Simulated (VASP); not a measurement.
KZnF3: single point with r2SCAN

KZnF3:

```
CELL_PARAMETERS angstrom
4.05000 0.01519 0.00000
0.01519 4.05000 0.00000
0.00000 0.00000 4.05000
ATOMIC_POSITIONS crystal
K 0.00000 0.00000 0.00000
Zn 0.50000 0.50000 0.50000
F 0.50000 0.50000 0.00000
F 0.00000 0.50000 0.50000
F 0.50000 0.00000 0.50000
```

This cell differs from its parent crystal: strain +0.0075 x Voigt [0, 0, 0, 0, 0, 1].

```yaml
Program: VASP 6.6.1
Task: single point
Functional: r2SCAN
Potentials_or_basis: VASP PAW PBE potentials, release 64 (K_sv, Zn, F)
Cutoff: 520 eV
k_mesh: 6 × 6 × 6
Occupations: gaussian, width 0.05 eV
Spin: no spin polarisation
```

```yaml
Pressure: 0.0 GPa
Band_gap_on_the_k_mesh: 4.58 eV, indirect (least direct gap 6.55 eV)
```

Stress tensor (GPa, compression positive):
```
 0.03 -0.28  0.00
-0.28  0.03  0.00
 0.00  0.00  0.03
```

Levels at points of the mesh, in eV from the valence-band top:
| k point | band 17 | band 18 | band 19 | band 20 | band 21 | band 22 | band 23 | band 24 | band 25 | band 26 |
| --- | --- | --- | --- | --- | --- | --- | --- | --- | --- | --- |
| (0.00, 0.00, 0.00) | -2.21 | -2.20 | -1.99 | -1.98 | -1.97 | 4.58 | 9.29 | 9.29 | 10.27 | 11.78 |
| (0.50, 0.00, 0.00) | -2.16 | -2.16 | -1.79 | -1.79 | -1.51 | 7.35 | 9.02 | 10.27 | 11.88 | 11.88 |
| (0.50, 0.50, 0.00) | -2.09 | -1.87 | -1.87 | -1.65 | 0.00 | 8.84 | 10.82 | 11.00 | 11.01 | 12.20 |
| (0.00, 0.00, 0.50) | -2.18 | -2.13 | -1.79 | -1.79 | -1.51 | 7.35 | 9.02 | 10.27 | 11.84 | 11.91 |
| (0.50, 0.00, 0.50) | -2.09 | -1.87 | -1.87 | -1.65 | 0.00 | 8.84 | 10.82 | 11.00 | 11.00 | 12.21 |
| (0.50, 0.50, 0.50) | -1.63 | -1.63 | -1.63 | 0.00 | 0.00 | 9.17 | 9.20 | 9.23 | 11.17 | 13.25 |

It took 11 min on 1 thread of AMD EPYC 7R13, with other jobs on the host, peak memory 0.2 GiB.

Caveat: the cell differs from its parent crystal (strain +0.0075 x Voigt [0, 0, 0, 0, 0, 1]); the PAW data sets were made with another functional, which shifts forces and pressure a little. A k mesh can miss the band edges.
